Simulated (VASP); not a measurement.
B4Te, 5 atoms in the cell. The typed cell holds 5 atoms: a = 2.921 Å, b = 4.483 Å, c = 6.275 Å, α = 90.00°, β = 64.18°, γ = 109.22°. 

| Property | Result |
| --- | --- |
| Program | VASP 6.6.1 |
| Task | single point |
| Functional | PBE |
| Potentials or basis | VASP PAW PBE potentials, release 64 (B, Te) |
| Cutoff | 520 eV |
| k mesh | 6 × 4 × 4 |
| Occupations | gaussian, width 0.1 eV |
| Spin | no spin polarisation |
| Dipole correction | no |
| Further INCAR settings | ALGO = Normal; EDIFF = 1e-07; NBANDS = 17 |

Potentials or basis: VASP PAW PBE potentials, release 64 (B, Te).

The run is started by

```bash
$ cat potpaw_PBE.64/B/POTCAR potpaw_PBE.64/Te/POTCAR > POTCAR
$ mpirun -np 1 vasp_std > vasp.out
```

Hardware: 1 thread of Oxide Virtual Turin-like Processor, with other jobs on the host.

Q: Estimate the wall time of this run.

A: Run time: 46 s on 1 thread of Oxide Virtual Turin-like Processor, with other jobs on the host, peak memory 0.19 GiB. Counts: scf iterations 14, k points 52.
